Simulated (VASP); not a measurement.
# InSe (R3m) in VASP: single point with PBEsol+D3(BJ)

Aim: the single point of InSe with PBEsol+D3(BJ).

All numbers are computed with VASP 6.6.1; they aren't measurements. Logs are shortened: lines on timing, memory, paths and dates and some standing lists are left out, and cuts for length are marked.

## Step 1: The cell of the first run

Symmetry: R3m, No. 160, trigonal system. Conventional cell: a = 4.000 Å, b = 4.000 Å, c = 24.950 Å, α = 90.00°, β = 90.00°, γ = 120.00°. In (site symmetry 3m) has 3 Se at 2.64 Å and 1 In at 2.80 Å within 3.5 Å. In (site symmetry 3m) has 3 Se at 2.64 Å and 1 In at 2.80 Å within 3.5 Å. Se (site symmetry 3m) has 3 In at 2.64 Å within 3.5 Å. Se (site symmetry 3m) has 3 In at 2.64 Å within 3.5 Å.

## Step 2: Single point, PBEsol+D3(BJ)

File INCAR:

```
PREC = Accurate ; ENCUT = 520
EDIFF = 1E-6 ; ISMEAR = 0
SIGMA = 0.03 ; LREAL = F
LASPH = T ; NELM = 60
ALGO = Normal ; ISIF = 2
LWAVE = F ; LCHARG = F
GGA = PS ; IVDW = 12
NBANDS = 27
```

File KPOINTS:

```
Automatic mesh
0
Gamma
  12 12 12
```

File POSCAR:

```
InSe
1.0
    1.9999996503      1.1547003365      8.3166700000
   -1.9999996503      1.1547003365      8.3166700000
    0.0000000000     -2.3094006730      8.3166700000
In Se
2 2
Direct
    0.0000000000      0.0000000000      0.0000000000
    0.1122000000      0.1122000000      0.1122000000
    0.6155000000      0.6155000000      0.6155000000
    0.8300000000      0.8300000000      0.8300000000
```

Potentials or basis: VASP PAW PBE potentials, release 64 (In_d, Se).

Launch:

```sh
$ cat potpaw_PBE.64/In_d/POTCAR potpaw_PBE.64/Se/POTCAR > POTCAR
$ mpirun -np 1 vasp_std > vasp.out
```

OUTCAR:

```text
PREC = Accurate
   ENCUT = 520
   EDIFF = 1E-6
   ISMEAR = 0
   LREAL = F
   LASPH = T
   NELM = 60
   ISIF = 2
   GGA = PS
   IVDW = 12
 IVDW          = 12

 ion  position               nearest neighbor table
   1  0.000  0.000  0.000-   3 2.64   3 2.64   3 2.64   2 2.80
   2  0.112  0.112  0.112-   4 2.64   4 2.64   4 2.64   1 2.80
   3  0.615  0.615  0.615-   1 2.64   1 2.64   1 2.64
   4  0.830  0.830  0.830-   2 2.64   2 2.64   2 2.64

  LATTYP: Found a trigonal (rhomboedric) cell.
 ALAT       =     8.6313574458
 COS(alpha) =     0.8926179648

  Lattice vectors:

 A1 = (   1.9999996503,   1.1547003365,   8.3166700000)
 A2 = (  -1.9999996503,   1.1547003365,   8.3166700000)
 A3 = (   0.0000000000,  -2.3094006730,   8.3166700000)

Analysis of symmetry for initial positions (statically):
=====================================================================
 Subroutine PRICEL returns:
 Original cell was already a primitive cell.

 Routine SETGRP: Setting up the symmetry group for a
 trigonal (rhombohedral) supercell.

 Subroutine GETGRP returns: Found  6 space group operations
 (whereof  6 operations were pure point group operations)
 out of a pool of 12 trial point group operations.

The static configuration has the point symmetry C_3v.

Analysis of symmetry for dynamics (positions and initial velocities):
=====================================================================
 Subroutine PRICEL returns:
 Original cell was already a primitive cell.

 Routine SETGRP: Setting up the symmetry group for a
 trigonal (rhombohedral) supercell.

 Subroutine GETGRP returns: Found  6 space group operations
 (whereof  6 operations were pure point group operations)
 out of a pool of 12 trial point group operations.

The dynamic configuration has the point symmetry C_3v.

 Subroutine INISYM returns: Found  6 space group operations
 (whereof  6 operations are pure point group operations),
 and found     1 'primitive' translations

----------------------------------------------------------------------------------------

                                     Primitive cell

  volume of cell :     115.2391

  direct lattice vectors                    reciprocal lattice vectors
     1.999999650  1.154700336  8.316670000     0.250000044  0.144337593  0.040080144
    -1.999999650  1.154700336  8.316670000    -0.250000044  0.144337593  0.040080144
     0.000000000 -2.309400673  8.316670000     0.000000000 -0.288675185  0.040080144

  length of vectors
     8.631357446  8.631357446  8.631357446     0.291444301  0.291444301  0.291444301

  position of ions in fractional coordinates (direct lattice)
     0.000000000  0.000000000  0.000000000
     0.112200000  0.112200000  0.112200000
     0.615500000  0.615500000  0.615500000
     0.830000000  0.830000000  0.830000000

  ion indices of the primitive-cell ions
   primitive index   ion index
                 1           1
                 2           2
                 3           3
                 4           4

----------------------------------------------------------------------------------------

 KPOINTS: Automatic mesh

Automatic generation of k-mesh.
 Grid dimensions read from file:
 generate k-points for:   12   12   12

 Generating k-lattice:

  Cartesian coordinates                     Fractional coordinates (reciprocal lattice)
     0.020833337  0.012028133  0.003340012     0.083333333  0.000000000  0.000000000
    -0.020833337  0.012028133  0.003340012     0.000000000  0.083333333  0.000000000
     0.000000000 -0.024056265  0.003340012     0.000000000  0.000000000  0.083333333

  Length of vectors
     0.024287025  0.024287025  0.024287025

  Shift w.r.t. Gamma in fractional coordinates (k-lattice)
     0.000000000  0.000000000  0.000000000

 Subroutine IBZKPT returns following result:
 ===========================================

 Found    189 irreducible k-points:

 Following reciprocal coordinates:
            Coordinates               Weight
  0.000000  0.000000  0.000000      1.000000
  0.083333  0.000000  0.000000      6.000000
  0.166667  0.000000  0.000000      6.000000
  0.250000  0.000000  0.000000      6.000000
  0.333333 -0.000000  0.000000      6.000000
  0.416667 -0.000000 -0.000000      6.000000
[... 16 lines left out ...]
  0.500000  0.166667  0.000000     12.000000
 -0.416667  0.166667  0.000000     12.000000
 [... further k-points ...]
   k-points           NKPTS =    189   k-points in BZ     NKDIM =    189   number of bands    NBANDS=     27
   number of dos      NEDOS =    301   number of ions     NIONS =      4
   total plane-waves  NPLWV = 262144
   dimension x,y,z NGX =    64 NGY =   64 NGZ =   64
   dimension x,y,z NGXF=   128 NGYF=  128 NGZF=  128
   ions per type =               2   2
   NGX,Y,Z   is equivalent  to a cutoff of  12.33, 12.33, 12.33 a.u.
   NGXF,Y,Z  is equivalent  to a cutoff of  24.65, 24.65, 24.65 a.u.
 SYSTEM =  unknown system
   PREC   = accura    normal or accurate (medium, high low for compatibility)
   ISTART =      0    job   : 0-new  1-cont  2-samecut
   ICHARG =      2    charge: 1-file 2-atom 10-const
   ISPIN  =      1    spin polarized calculation?
   LNONCOLLINEAR =      F non collinear calculations
   LSORBIT =      F    spin-orbit coupling
   LASPH  =      T    aspherical Exc in radial PAW
   ENCUT  =  520.0 eV  38.22 Ry    6.18 a.u.  16.05 16.05 16.05*2*pi/ulx,y,z
   NELM   =     60;   NELMIN=  2; NELMDL= -5     # of ELM steps
   EDIFF  = 0.1E-05   stopping-criterion for ELM
   LREAL  =      F    real-space projection
   EDIFFG = 0.1E-04   stopping-criterion for IOM
   NSW    =      0    number of steps for IOM
   IBRION =     -1    ionic relax: 0-MD 1-quasi-New 2-CG
   NFREE  =      0    steps in history (QN), initial steepest desc. (CG)
   ISIF   =      2    stress and relaxation
   ISYM   =      2    0-nonsym 1-usesym 2-fastsym
   POTIM  = 0.5000    time-step for ionic-motion
   TEBEG  =    0.0;   TEEND  =   0.0 temperature during run
   PSTRESS=    0.0 pullay stress
   NELECT =      38.0000    total number of electrons
   NUPDOWN=      -1.0000    fix difference up-down
   EMIN   =  10.00;   EMAX   =-10.00  energy-range for DOS
   EFERMI =   0.00;   METHOD = LEGACY
   ISMEAR =     0;   SIGMA  =   0.03  broadening in eV -4-tet -1-fermi 0-gaus
   EFERMI_NEDOS =   21; number of points for ismear=-14 and -15
   IALGO  =     38    algorithm
   IMIX   =      4    mixing-type and parameters
     AMIX     =   0.40;   BMIX     =  1.00
     AMIX_MAG =   1.60;   BMIX_MAG =  1.00
  volume/ion in A,a.u.               =      28.81       194.42
  Fermi-wavevector in a.u.,A,eV,Ry     =   1.131018  2.137313 17.404585  1.279201
  Thomas-Fermi vector in A             =   2.267716
   LORBIT       =      0    0 simple, 1 ext, 2 COOP (PROOUT), +10 PAW based schemes
   GGA     = PS    functional components
   LHFCALC =     F    Hartree Fock is set to
   AEXX    =    0.0000 exact exchange contribution
   IVDW    =    12    specifies the selected vdW correction
   LEPSILON=     F    determine dielectric tensor
   LRPA    =     F    only Hartree local field effects (RPA)
 non-spin polarized calculation
 Gauss-broadening in eV      SIGMA  =   0.03
  energy-cutoff  :      520.00
  volume of cell :      115.24
 maximum number of plane-waves:      3142
   NGX = 33   NGY = 33   NGZ = 33

 number of electron      37.9999996 magnetization

 Free energy of the ion-electron system (eV)
  ---------------------------------------------------
  ext. energy  EPLUGINS =         0.00000000
  ---------------------------------------------------
  free energy    TOTEN  =       -15.59414158 eV

  energy without entropy =      -15.59414158  energy(sigma->0) =      -15.59414158

 E-fermi :   4.2857     XC(G=0):  -9.1813

 val. band max:        4.1540941967   @ k =   0.5000   0.5000   0.5000
 cond. band min:       4.4369599872   @ k =   0.5000   0.5000   0.5000
 fundamental gap:      0.2828657905
 Fermi energy:         4.2857223201

 k-point     1 :       0.0000    0.0000    0.0000
  band No.  band energies     occupation
      1     -10.6262      2.00000
      2     -10.4410      2.00000
      3     -10.4410      2.00000
      4     -10.3607      2.00000
      5     -10.3607      2.00000
      6     -10.3437      2.00000
[... 19 lines left out ...]
     26       9.5332      0.00000
     27      11.6038      0.00000

 k-point     2 :       0.0833    0.0000    0.0000
  band No.  band energies     occupation
      1     -10.6274      2.00000
      2     -10.4731      2.00000
      3     -10.4395      2.00000
      4     -10.3953      2.00000
      5     -10.3554      2.00000
      6     -10.3456      2.00000
[... 19 lines left out ...]
     26       9.7027      0.00000
     27      11.6029      0.00000

 k-point     3 :       0.1667    0.0000    0.0000
  band No.  band energies     occupation
      1     -10.6402      2.00000
      2     -10.5325      2.00000
      3     -10.4725      2.00000
      4     -10.4365      2.00000
      5     -10.3511      2.00000
      6     -10.3411      2.00000
[... 19 lines left out ...]
     26      10.1018      0.00000
     27      10.8876      0.00000

 k-point     4 :       0.2500    0.0000    0.0000
  band No.  band energies     occupation
      1     -10.6850      2.00000
      2     -10.5617      2.00000
      3     -10.5543      2.00000
      4     -10.4347      2.00000
      5     -10.3586      2.00000
      6     -10.3217      2.00000
[... 19 lines left out ...]
     26      10.4710      0.00000
     27      10.7695      0.00000
[... 516 lines left out ...]
      4     -10.4439      2.00000
      5     -10.3579      2.00000
      6     -10.3049      2.00000
[... 19 lines left out ...]
     26      10.7376      0.00000
     27      11.0694      0.00000

 k-point    23 :       0.5000    0.1667    0.0000
  band No.  band energies     occupation
      1     -10.7772      2.00000
      2     -10.6773      2.00000
      3     -10.5585      2.00000
      4     -10.4477      2.00000
      5     -10.3592      2.00000
      6     -10.2960      2.00000
[... 19 lines left out ...]
     26      10.9409      0.00000
     27      11.6126      0.00000

 k-point    24 :      -0.4167    0.1667    0.0000
  band No.  band energies     occupation
      1     -10.7884      2.00000
      2     -10.6881      2.00000
      3     -10.5573      2.00000
      4     -10.4492      2.00000
      5     -10.3597      2.00000
      6     -10.2928      2.00000
[... 19 lines left out ...]
     26      11.0547      0.00000
     27      11.8514      0.00000

 [... further k-points ...]

------------------------ aborting loop because EDIFF is reached ----------------------------------------

 Edisp (eV)   -1.17452

 E8    (eV) :    -0.8010

  FORCE on cell =-STRESS in cart. coord.  units (eV):
  Direction    XX          YY          ZZ          XY          YZ          ZX
  --------------------------------------------------------------------------------------
  -------------------------------------------------------------------------------------
  Total      -0.82811    -0.82811    -1.26086     0.00000     0.00000     0.00000
  in kB     -11.51326   -11.51326   -17.52988     0.00000     0.00000     0.00000
  external pressure =      -13.52 kB  Pullay stress =        0.00 kB

 VOLUME and BASIS-vectors are now :
 -----------------------------------------------------------------------------
  energy-cutoff  :      520.00
  volume of cell :      115.24
      direct lattice vectors                 reciprocal lattice vectors
     1.999999650  1.154700336  8.316670000     0.250000044  0.144337593  0.040080144
    -1.999999650  1.154700336  8.316670000    -0.250000044  0.144337593  0.040080144
     0.000000000 -2.309400673  8.316670000     0.000000000 -0.288675185  0.040080144

 POSITION                                       TOTAL-FORCE (eV/Angst)
 -----------------------------------------------------------------------------------
      0.00000      0.00000      0.00000         0.000000     -0.000000      0.162716
      0.00000      0.00000      2.79939         0.000000      0.000000     -0.164018
      0.00000      0.00000     15.35673         0.000000     -0.000000     -0.030272
      0.00000      0.00000     20.70851         0.000000     -0.000000      0.031575
 -----------------------------------------------------------------------------------
    total drift:                               -0.000000     -0.000000     -0.000227

  FREE ENERGIE OF THE ION-ELECTRON SYSTEM (eV)
  ---------------------------------------------------
  free  energy   TOTEN  =       -16.7686638700 eV

  energy  without entropy=      -16.7686638700  energy(sigma->0) =      -16.76866387
```

It took 54 min on 1 thread of Intel Xeon 8259CL, shared host; peak memory 0.92 GiB.

What came out:

| Quantity | Value |
| --- | --- |
| Free energy | -16.7687 eV |
| Pressure | -1.4 GPa |
| Largest force | 0.164 eV/Å |
| Band gap on the k mesh | 0.28 eV |
| Dispersion energy per atom | -0.294 eV |

Forces on the atoms (eV/Å):
```
In   0.000  0.000  0.163
In   0.000  0.000 -0.164
Se   0.000  0.000 -0.030
Se   0.000  0.000  0.032
```

Levels at points of the mesh, in eV from the valence-band top:
```
           k point  band 16  band 17  band 18  band 19  band 20  band 21  band 22  band 23
(0.00, 0.00, 0.00)    -1.37    -1.37    -1.24    -1.24     1.68     1.97     4.30     4.30
(0.50, 0.00, 0.00)    -2.49    -2.42    -2.26    -1.72     1.04     1.90     3.55     3.89
(0.50, 0.50, 0.00)    -2.75    -2.59    -2.07    -1.56     1.02     1.90     3.18     3.44
(0.50, 0.50, 0.50)    -1.44    -1.16    -1.16     0.00     0.28     2.04     4.20     4.20
```

Caveat: the PAW data sets were made with another functional, which shifts forces and pressure a little; spin-orbit coupling is left out, which moves the levels of the heavy elements.
